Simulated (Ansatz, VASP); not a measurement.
Li: VASP beside Ansatz

The input INCAR:

```
PREC = Accurate ; ENCUT = 520
EDIFF = 1E-8 ; ISMEAR = -1
SIGMA = 0.08 ; LREAL = False
LASPH = True ; NELM = 60
ALGO = Normal ; ISIF = 2
LWAVE = False ; LCHARG = False
GGA = PE ; LEFG = True
NBANDS = 8
```

KPOINTS

```
Automatic mesh
0
Gamma
  15 15 15
```

POSCAR

```
Li
1.0
   -1.7850000000      1.7500000000      1.7500000000
    1.7500000000     -1.7850000000      1.7500000000
    1.7500000000      1.7500000000     -1.7850000000
Li
1
Direct
    0.0000000000      0.0000000000      0.0000000000
```

Input for Ansatz:

```yaml
crystal:
  lattice:
    - [-1.785, 1.75, 1.75]
    - [1.75, -1.785, 1.75]
    - [1.75, 1.75, -1.785]
  atoms:
    - { symbol: Li, position: [0.0, 0.0, 0.0] }
kpoints:
  mp_grid: { grid: [15, 15, 15] }
scf:
  occupations: { method: fermi_dirac, width: 0.08 }
hamiltonian:
  xc: pbe
  pseudopotentials: { kind: all_electron, datasets: crystal }
output:
  forces: true
  stress: true
  eigenvalues: true
  efg: { contact_densities: true }
```

Change from the starting cell: equal xy, yz and zx shear strains of -2 %, crystal datasets.

Alike in both runs: task electric field gradients; functional PBE; k mesh 15 × 15 × 15; occupations fermi-dirac, width 0.08 eV; no spin polarisation.

|  | VASP | Ansatz |
| --- | --- | --- |
| version | VASP 6.6.1 | Ansatz 0.2.0 |
| potentials or method | VASP PAW PBE potentials, release 64 (Li_sv), cutoff 520 eV | all-electron PAW with datasets made for the crystal, scalar-relativistic |

|  | VASP | Ansatz | Ansatz less VASP |
| --- | --- | --- | --- |
| size of Vzz on the site where it differs most (V/Å²) | 0.1 | 0.1 | -0.03 |

Ansatz ran all-electron here, and VASP with PAW potentials.

Noted on VASP's run: the cutoff is under 1.25 times that of the potentials, so the pressure is a little rough.
